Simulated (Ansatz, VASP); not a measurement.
**One calculation of Mg3CdS2, two programs**

The input INCAR:

```
SYSTEM = Mg3CdS2
ALGO = Normal
EDIFF = 1E-6
EDIFFG = -0.04
ENCUT = 600
GGA = PE
IBRION = 2
ISIF = 3
ISMEAR = 0
LASPH = .TRUE.
LCHARG = .FALSE.
LREAL = .FALSE.
LWAVE = .FALSE.
NELM = 100
NSW = 90
PREC = Accurate
SIGMA = 0.1
```

File KPOINTS:

```
k-points
0
G
  3 3 6
  0 0 0
```

File POSCAR:

```
Mg3CdS2
1.0
    6.5323473739      0.0000000000      0.0000000000
   -3.2661736869      5.6571787721      0.0000000000
    0.0000000000      0.0000000000      3.5864126848
Mg Cd S
3 1 2
Direct
    0.0000000000      0.5000000000      0.0000000000
    0.5000000000      0.0000000000      0.0000000000
    0.5000000000      0.5000000000      0.0000000000
    0.0000000000      0.0000000000      0.0000000000
    0.6666666667      0.3333333333      0.5000000000
    0.3333333333      0.6666666667      0.5000000000
```

Input for Ansatz:

```yaml
crystal:
  lattice:
    - [6.5323473739, 0.0, 0.0]
    - [-3.2661736869, 5.6571787721, 0.0]
    - [0.0, 0.0, 3.5864126848]
  atoms:
    - { symbol: Mg, position: [0.0, 0.5, 0.0] }
    - { symbol: Mg, position: [0.5, 0.0, 0.0] }
    - { symbol: Mg, position: [0.5, 0.5, 0.0] }
    - { symbol: Cd, position: [0.0, 0.0, 0.0] }
    - { symbol: S, position: [0.6666666667, 0.3333333333, 0.5] }
    - { symbol: S, position: [0.3333333333, 0.6666666667, 0.5] }
basis:
  ecutwfc: 420
kpoints:
  mp_grid: { grid: [3, 3, 6] }
hamiltonian:
  xc: pbe
scf:
  occupations: { method: gaussian, width: 0.1 }
  lower_state_search: "off"
output:
  forces: true
  stress: true
  eigenvalues: true
relax:
  adjacent_minimum: "off"
  f_tol: 0.04
  max_steps: 70
  cell: { stress_tol: 0.4 }
```

Change from the starting cell: species swapped into the NaSn2Pd3 type (P6mm, No. 183).

Alike in both runs: task relaxation of cell and atoms; functional PBE; k mesh 3 × 3 × 6; occupations gaussian, width 0.1 eV; no spin polarisation.

```csv
,VASP,Ansatz
version,VASP 6.6.1,Ansatz 0.2.0
potentials or method,"VASP PAW PBE potentials, release 64 (Mg, Cd, S), cutoff 600 eV","scalar-relativistic, plane waves, PAW"
valence electrons in the cell,30,62
```

```tsv
	VASP	Ansatz	Ansatz less VASP
gap on the k mesh at the Fermi level, each at its own relaxed structure (eV)	none	none	-
relaxed volume (Å³/atom)	22.09	22.09	0.000
relaxed cell length with the largest relative difference (Å)	3.586	3.586	0.0000
```

A gap of «none» marks a metal or a gap that the smearing closes. VASP's potentials hold 30 valence electrons a cell and Ansatz's 62, so a difference there can come from the potentials and not from the codes.

The k mesh is coarse, so the values compare programs but aren't converged. Noted on VASP's run: the relaxation stopped at its first step, so nothing moved.
